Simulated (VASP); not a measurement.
# Al3O in VASP: relaxation of the atoms with PBE

Aim: the relaxation of the atoms of Al3O with PBE.

All numbers are computed with VASP 6.6.1; they aren't measurements. Logs are shortened: lines on timing, memory, paths and dates and some standing lists are left out, and cuts for length are marked.

## Step 1: The cell of the first run

The cell holds a slab with vacuum, 4 atoms: a = 2.857 Å, b = 2.857 Å, c = 19.675 Å, α = 90.00°, β = 90.00°, γ = 90.00°.

## Step 2: Relaxation of the atoms, PBE

File INCAR:

```
  PREC = Accurate
  ENCUT = 520
  EDIFF = 1E-6
  ISMEAR = 0
  SIGMA = 0.1
  LREAL = False
  LASPH = True
  NELM = 60
  ALGO = Normal
  ISIF = 2
  LWAVE = False
  LCHARG = False
  LDIPOL = True
  IDIPOL = 3
  DIPOL = 0.5 0.5 0.351
  GGA = PE
  IBRION = 2
  NSW = 36
  EDIFFG = -0.025
```

File KPOINTS:

```
regular mesh
0
Gamma
  9 9 1
```

File POSCAR:

```
Al3O
1.0
    2.8567582918      0.0000000000      0.0000000000
    0.0000000000      2.8567582918      0.0000000000
    0.0000000000      0.0000000000     19.6746954317
Al O
3 1
Selective dynamics
Direct
    0.5000000000      0.5000000000      0.2033068321  F F F
    0.0000000000      0.0000000000      0.3092728609  F F F
    0.5000000000      0.5000000000      0.4154928578  F F F
    0.6666666667      0.8333333333      0.4773924338  F F T
```

Potentials or basis: VASP PAW PBE potentials, release 64 (Al, O).

Command:

```bash
cat potpaw_PBE.64/Al/POTCAR potpaw_PBE.64/O/POTCAR > POTCAR
mpirun -np 1 vasp_std > vasp.out
```

OUTCAR:

```text
PREC = Accurate
   ENCUT = 520
   EDIFF = 1E-6
   ISMEAR = 0
   LREAL = False
   LASPH = True
   NELM = 60
   ISIF = 2
   GGA = PE
   IBRION = 2
   NSW = 36
   EDIFFG = -0.025

 ion  position               nearest neighbor table
   1  0.500  0.500  0.203-   2 2.90   2 2.90   2 2.90   2 2.90
   2  0.000  0.000  0.309-   1 2.90   1 2.90   1 2.90   1 2.90   3 2.91   3 2.91   3 2.91   3 2.91

   3  0.500  0.500  0.415-   4 1.62   4 2.31   2 2.91   2 2.91   2 2.91   2 2.91
   4  0.667  0.833  0.477-   3 1.62   3 2.31

  LATTYP: Found a simple tetragonal cell.
 ALAT       =     2.8567582918
 C/A-ratio  =     6.8870703861

  Lattice vectors:

 A1 = (   2.8567582918,   0.0000000000,   0.0000000000)
 A2 = (   0.0000000000,   2.8567582918,   0.0000000000)
 A3 = (   0.0000000000,   0.0000000000,  19.6746954317)

Analysis of symmetry for initial positions (statically):
=====================================================================
 Subroutine PRICEL returns:
 Original cell was already a primitive cell.

 Routine SETGRP: Setting up the symmetry group for a
 simple tetragonal supercell.

 Subroutine GETGRP returns: Found  1 space group operations
 (whereof  1 operations were pure point group operations)
 out of a pool of 16 trial point group operations.

The static configuration has the point symmetry C_1 .

Analysis of symmetry for dynamics (positions and initial velocities):
=====================================================================
 Subroutine PRICEL returns:
 Original cell was already a primitive cell.

 Routine SETGRP: Setting up the symmetry group for a
 simple tetragonal supercell.

 Subroutine GETGRP returns: Found  1 space group operations
 (whereof  1 operations were pure point group operations)
 out of a pool of 16 trial point group operations.

The dynamic configuration has the point symmetry C_1 .

Analysis of constrained symmetry for selective dynamics:
=====================================================================
 Subroutine PRICEL returns:
 Original cell was already a primitive cell.

 Routine SETGRP: Setting up the symmetry group for a
 simple tetragonal supercell.

 Subroutine GETGRP returns: Found  1 space group operations
 (whereof  1 operations were pure point group operations)
 out of a pool of 16 trial point group operations.

The constrained configuration has the point symmetry C_1 .

 Subroutine INISYM returns: Found  1 space group operations
 (whereof  1 operations are pure point group operations),
 and found     1 'primitive' translations

----------------------------------------------------------------------------------------

                                     Primitive cell

  volume of cell :     160.5665

  direct lattice vectors                    reciprocal lattice vectors
     2.856758292  0.000000000  0.000000000     0.350047116  0.000000000  0.000000000
     0.000000000  2.856758292  0.000000000     0.000000000  0.350047116  0.000000000
     0.000000000  0.000000000 19.674695432     0.000000000  0.000000000  0.050826708

  length of vectors
     2.856758292  2.856758292 19.674695432     0.350047116  0.350047116  0.050826708

  position of ions in fractional coordinates (direct lattice)
     0.500000000  0.500000000  0.203306832
     0.000000000  0.000000000  0.309272861
     0.500000000  0.500000000  0.415492858
     0.666666667  0.833333333  0.477392434

  ion indices of the primitive-cell ions
   primitive index   ion index
                 1           1
                 2           2
                 3           3
[... 95 lines left out ...]
  Fermi-wavevector in a.u.,A,eV,Ry     =   0.742826  1.403737  7.507559  0.551790
  Thomas-Fermi vector in A             =   1.837796
   LORBIT       =      0    0 simple, 1 ext, 2 COOP (PROOUT), +10 PAW based schemes
   GGA     = PE    functional components
   LHFCALC =     F    Hartree Fock is set to
   AEXX    =    0.0000 exact exchange contribution
   IVDW    =     0    specifies the selected vdW correction
   LEPSILON=     F    determine dielectric tensor
   LRPA    =     F    only Hartree local field effects (RPA)
 conjugate gradient relaxation of ions
 non-spin polarized calculation
 Gauss-broadening in eV      SIGMA  =   0.10
  energy-cutoff  :      520.00
  volume of cell :      160.57
 maximum number of plane-waves:      4361
 NGX is ok and might be reduce to    24
   NGX = 11   NGY = 11   NGZ = 73

 dipolmoment           0.000000      0.000000     -0.018179 electrons x Angstroem

--------------------------------------- Ionic step        1  -------------------------------------------

 number of electron      15.0000004 magnetization

 Free energy of the ion-electron system (eV)
  ---------------------------------------------------
  ext. energy  EPLUGINS =         0.00000000
  ---------------------------------------------------
  free energy    TOTEN  =       -17.17582869 eV

  energy without entropy =      -17.16639400  energy(sigma->0) =      -17.17111134

------------------------ aborting loop because EDIFF is reached ----------------------------------------

  FORCE on cell =-STRESS in cart. coord.  units (eV):
  Direction    XX          YY          ZZ          XY          YZ          ZX
  --------------------------------------------------------------------------------------
  -------------------------------------------------------------------------------------
  Total        0.0600929     -0.8793671      0.1424168      2.1685673      3.7861444      0.9543268
  in kB        0.5996239     -8.7745692      1.4210748     21.6385664     37.7791994      9.5225379
  external PRESSURE =      -2.2512902 kB  Pullay stress =       0.0000000 kB

 VOLUME and BASIS-vectors are now :
 -----------------------------------------------------------------------------
  energy-cutoff  :      520.00
  volume of cell :      160.57
      direct lattice vectors                 reciprocal lattice vectors
     2.856758292  0.000000000  0.000000000     0.350047116  0.000000000  0.000000000
     0.000000000  2.856758292  0.000000000     0.000000000  0.350047116  0.000000000
     0.000000000  0.000000000 19.674695432     0.000000000  0.000000000  0.050826708

 POSITION                                       TOTAL-FORCE (eV/Angst)
 -----------------------------------------------------------------------------------
      1.42838      1.42838      4.00000         0.014543      0.017164     -0.147297
      0.00000      0.00000      6.08485         0.099507      0.091919     -0.039265
      1.42838      1.42838      8.17470        -1.118439     -3.434812      0.645317
      1.90451      2.38063      9.39255         1.004389      3.325730     -0.458754
 -----------------------------------------------------------------------------------
    total drift:                               -0.000163     -0.000049     -0.000307

  FREE ENERGIE OF THE ION-ELECTRON SYSTEM (eV)
  ---------------------------------------------------
  free  energy   TOTEN  =       -17.1758286869 eV

  energy  without entropy=      -17.1663939977  energy(sigma->0) =      -17.17111134

--------------------------------------- Ionic step        2  -------------------------------------------

 number of electron      15.0000005 magnetization

 dipolmoment           0.000000      0.000000      0.207186 electrons x Angstroem

 Free energy of the ion-electron system (eV)
  ---------------------------------------------------
  ext. energy  EPLUGINS =         0.00000000
  ---------------------------------------------------
  free energy    TOTEN  =       -17.18094152 eV

  energy without entropy =      -17.17227728  energy(sigma->0) =      -17.17660940

 E-fermi :  -1.9158     XC(G=0):  -4.5328

 val. band max:       -1.9355425720   @ k =   0.2222   0.3333   0.0000
 cond. band min:      -1.9131834395   @ k =  -0.2222   0.3333   0.0000
 fundamental gap:      0.0223591325
 Fermi energy:        -1.9158104371

 k-point     1 :       0.0000    0.0000    0.0000
  band No.  band energies     occupation
      1     -19.1060      2.00000
      2     -11.9891      2.00000
      3      -9.4512      2.00000
      4      -5.9469      2.00000
      5      -3.6135      2.00000
      6      -2.7585      2.00000
      7      -2.2478      2.00000
      8      -0.5476      0.00000
      9       1.8859      0.00000
     10       3.3642      0.00000
     11       4.4049      0.00000
[... 309 lines left out ...]
 k-point    24 :       0.2222    0.2222    0.0000
  band No.  band energies     occupation
      1     -18.6968      2.00000
      2     -10.2470      2.00000
      3      -7.8356      2.00000
      4      -4.7494      2.00000
      5      -4.0975      2.00000
      6      -3.5095      2.00000
      7      -2.5390      2.00000
      8      -1.1920      0.00000
      9       0.1625      0.00000
     10       1.0055      0.00000
     11       1.4544      0.00000

 [... further k-points ...]

------------------------ aborting loop because EDIFF is reached ----------------------------------------

 vacuum level on the upper side and lower side of the slab       (xc-potential included)         2.125        -2.249

  FORCE on cell =-STRESS in cart. coord.  units (eV):
  Direction    XX          YY          ZZ          XY          YZ          ZX
  --------------------------------------------------------------------------------------
  -------------------------------------------------------------------------------------
  Total        0.2328067     -0.5638207      0.7193400      2.3943647      4.2247768      1.1802031
  in kB        2.3230103     -5.6259590      7.1777736     23.8916346     42.1559947     11.7763942
  external PRESSURE =       1.2916083 kB  Pullay stress =       0.0000000 kB

 VOLUME and BASIS-vectors are now :
 -----------------------------------------------------------------------------
  energy-cutoff  :      520.00
  volume of cell :      160.57
      direct lattice vectors                 reciprocal lattice vectors
     2.856758292  0.000000000  0.000000000     0.350047116  0.000000000  0.000000000
     0.000000000  2.856758292  0.000000000     0.000000000  0.350047116  0.000000000
     0.000000000  0.000000000 19.674695432     0.000000000  0.000000000  0.050826708

 POSITION                                       TOTAL-FORCE (eV/Angst)
 -----------------------------------------------------------------------------------
      1.42838      1.42838      4.00000         0.015440      0.018724     -0.145755
      0.00000      0.00000      6.08485         0.099363      0.091848     -0.050786
      1.42838      1.42838      8.17470        -1.329727     -3.870152      0.194191
      1.90451      2.38063      9.37042         1.214924      3.759579      0.002350
 -----------------------------------------------------------------------------------
    total drift:                               -0.000067      0.000071      0.000190

  FREE ENERGIE OF THE ION-ELECTRON SYSTEM (eV)
  ---------------------------------------------------
  free  energy   TOTEN  =       -17.1809415240 eV

  energy  without entropy=      -17.1722772835  energy(sigma->0) =      -17.17660940

 reached required accuracy - stopping structural energy minimisation

 vacuum level on the upper side and lower side of the slab         6.896         2.353
```

It took 2.3 min on 1 thread of Intel Xeon Platinum 8488C (Sapphire Rapids), shared host; peak memory 0.31 GiB.

Results:

| Item | Value |
| --- | --- |
| Free energy | -17.1809 eV |
| Energy gained by relaxing | 1.3 meV/atom |
| Ionic steps | 2 |
| Band gap on the k mesh | zero (an odd number of electrons rules out a gap without spin polarisation) |

The path:
```csv
step,energy change (eV),largest force on free atoms (eV/Å),pressure (GPa)
1,0.0000,0.4588,-0.23
2,-0.0051,0.0023,0.13
```

Final structure:
```yaml
crystal:
  lattice:
    - [2.85676, 0.00000, 0.00000]
    - [0.00000, 2.85676, 0.00000]
    - [0.00000, 0.00000, 19.67470]
  atoms:
    - { symbol: Al, position: [0.50000, 0.50000, 0.20331] }
    - { symbol: Al, position: [0.00000, 0.00000, 0.30927] }
    - { symbol: Al, position: [0.50000, 0.50000, 0.41549] }
    - { symbol: O, position: [0.66667, 0.83333, 0.47627] }
```

The gap in the log of VASP goes by the Fermi energy; the results here count the filled bands.